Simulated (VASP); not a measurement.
# HgTe (F-43m) in VASP: further runs, part 2 of 2

VASP 6.6.1. The steps go on from the part before.

## (3) Single point, PBEsol

This run uses another cell than the first one, of 34.48 Å³/atom, 1.031 times its volume.

File INCAR:

```
PREC = Accurate
ENCUT = 520
EDIFF = 1E-6
ISMEAR = 0
SIGMA = 0.1
LREAL = False
LASPH = True
NELM = 100
ALGO = Normal
ISIF = 2
LWAVE = False
LCHARG = False
GGA = PS
NBANDS = 16
```

File KPOINTS:

```
Automatic mesh
0
Gamma
  12 12 12
```

File POSCAR:

```
HgTe
1.0
    0.0000000000      3.2547153855      3.2547153855
    3.2547153855      0.0000000000      3.2547153855
    3.2547153855      3.2547153855      0.0000000000
Hg Te
1 1
Direct
    0.0000000000      0.0000000000      0.0000000000
    0.2500000000      0.2500000000      0.2500000000
```

Potentials or basis: VASP PAW PBE potentials, release 64 (Hg, Te).

On the command line:

```sh
cat potpaw_PBE.64/Hg/POTCAR potpaw_PBE.64/Te/POTCAR > POTCAR
mpirun -np 1 vasp_std > vasp.out
```

OUTCAR:

```text
PREC = Accurate
   ENCUT = 520
   EDIFF = 1E-6
   ISMEAR = 0
   LREAL = False
   LASPH = True
   NELM = 100
   ISIF = 2
   GGA = PS

 ion  position               nearest neighbor table
   1  0.000  0.000  0.000-   2 2.82   2 2.82   2 2.82   2 2.82
   2  0.250  0.250  0.250-   1 2.82   1 2.82   1 2.82   1 2.82

  LATTYP: Found a face centered cubic cell.
 ALAT       =     6.5094307710

  Lattice vectors:

 A1 = (   0.0000000000,   3.2547153855,   3.2547153855)
 A2 = (   3.2547153855,   0.0000000000,   3.2547153855)
 A3 = (   3.2547153855,   3.2547153855,   0.0000000000)

Analysis of symmetry for initial positions (statically):
=====================================================================
 Subroutine PRICEL returns:
 Original cell was already a primitive cell.

 Routine SETGRP: Setting up the symmetry group for a
 face centered cubic supercell.

 Subroutine GETGRP returns: Found 24 space group operations
 (whereof 24 operations were pure point group operations)
 out of a pool of 48 trial point group operations.

The static configuration has the point symmetry T_d .

Analysis of symmetry for dynamics (positions and initial velocities):
=====================================================================
 Subroutine PRICEL returns:
 Original cell was already a primitive cell.

 Routine SETGRP: Setting up the symmetry group for a
 face centered cubic supercell.

 Subroutine GETGRP returns: Found 24 space group operations
 (whereof 24 operations were pure point group operations)
 out of a pool of 48 trial point group operations.

The dynamic configuration has the point symmetry T_d .

 Subroutine INISYM returns: Found 24 space group operations
 (whereof 24 operations are pure point group operations),
 and found     1 'primitive' translations

----------------------------------------------------------------------------------------

                                     Primitive cell

[... 104 lines left out ...]
   EFERMI =   0.00;   METHOD = LEGACY
   ISMEAR =     0;   SIGMA  =   0.10  broadening in eV -4-tet -1-fermi 0-gaus
   EFERMI_NEDOS =   21; number of points for ismear=-14 and -15
   IALGO  =     38    algorithm
   IMIX   =      4    mixing-type and parameters
     AMIX     =   0.40;   BMIX     =  1.00
     AMIX_MAG =   1.60;   BMIX_MAG =  1.00
  volume/ion in A,a.u.               =      34.48       232.67
  Fermi-wavevector in a.u.,A,eV,Ry     =   1.046267  1.977159 14.893961  1.094675
  Thomas-Fermi vector in A             =   2.181098
   LORBIT       =      0    0 simple, 1 ext, 2 COOP (PROOUT), +10 PAW based schemes
   GGA     = PS    functional components
   LHFCALC =     F    Hartree Fock is set to
   AEXX    =    0.0000 exact exchange contribution
   IVDW    =     0    specifies the selected vdW correction
   LEPSILON=     F    determine dielectric tensor
   LRPA    =     F    only Hartree local field effects (RPA)
 non-spin polarized calculation
 Gauss-broadening in eV      SIGMA  =   0.10
  energy-cutoff  :      520.00
  volume of cell :       68.96
 maximum number of plane-waves:      1880
 NGX is ok and might be reduce to    36
   NGX = 17   NGY = 17   NGZ = 17

 number of electron      18.0000002 magnetization

 Free energy of the ion-electron system (eV)
  ---------------------------------------------------
  ext. energy  EPLUGINS =         0.00000000
  ---------------------------------------------------
  free energy    TOTEN  =        -4.37731950 eV

  energy without entropy =       -4.37716326  energy(sigma->0) =       -4.37724138

 E-fermi :   2.7956     XC(G=0):  -8.8418

 val. band max:        2.7317432773   @ k =   0.0000   0.0000   0.0000
 cond. band min:       3.1217506784   @ k =   0.0833   0.0000   0.0000
 fundamental gap:      0.3900074011
 Fermi energy:         2.7956300790

 k-point     1 :       0.0000    0.0000    0.0000
  band No.  band energies     occupation
      1      -9.1425      2.00000
      2      -4.4918      2.00000
      3      -4.4918      2.00000
      4      -4.4918      2.00000
      5      -3.9811      2.00000
      6      -3.9811      2.00000
[... 433 lines left out ...]
      3      -4.3285      2.00000
      4      -3.9977      2.00000
      5      -3.9707      2.00000
      6      -3.6756      2.00000
[... 8 lines left out ...]
     15      12.0034      0.00000
     16      12.1878      0.00000

 [... further k-points ...]
[... 5 lines left out ...]
  --------------------------------------------------------------------------------------
  -------------------------------------------------------------------------------------
  Total        0.0464549      0.0464549      0.0464549      0.0000000     -0.0000000     -0.0000000
  in kB        1.0793767      1.0793767      1.0793767      0.0000000     -0.0000000     -0.0000000
  external PRESSURE =       1.0793767 kB  Pullay stress =       0.0000000 kB

 VOLUME and BASIS-vectors are now :
 -----------------------------------------------------------------------------
  energy-cutoff  :      520.00
  volume of cell :       68.96
      direct lattice vectors                 reciprocal lattice vectors
     0.000000000  3.254715385  3.254715385    -0.153623264  0.153623264  0.153623264
     3.254715385  0.000000000  3.254715385     0.153623264 -0.153623264  0.153623264
     3.254715385  3.254715385  0.000000000     0.153623264  0.153623264 -0.153623264

 POSITION                                       TOTAL-FORCE (eV/Angst)
 -----------------------------------------------------------------------------------
      0.00000      0.00000      0.00000         0.000000     -0.000000     -0.000000
      1.62736      1.62736      1.62736        -0.000000      0.000000      0.000000
 -----------------------------------------------------------------------------------
    total drift:                               -0.000000     -0.000000     -0.000000

  FREE ENERGIE OF THE ION-ELECTRON SYSTEM (eV)
  ---------------------------------------------------
  free  energy   TOTEN  =        -4.3773195002 eV

  energy  without entropy=       -4.3771632612  energy(sigma->0) =       -4.37724138
```

Wall time 25 s (1 thread of Intel Xeon 6975P-C (Granite Rapids), shared host); peak memory 0.25 GiB.

What came out:

```
Free energy            : -4.3773 eV
Pressure               : 0.1 GPa
Band gap on the k mesh : zero (filled and empty bands touch)
```

Caveat: the PAW data sets were made with another functional, which shifts forces and pressure a little; spin-orbit coupling is left out, which moves the levels of the heavy elements.
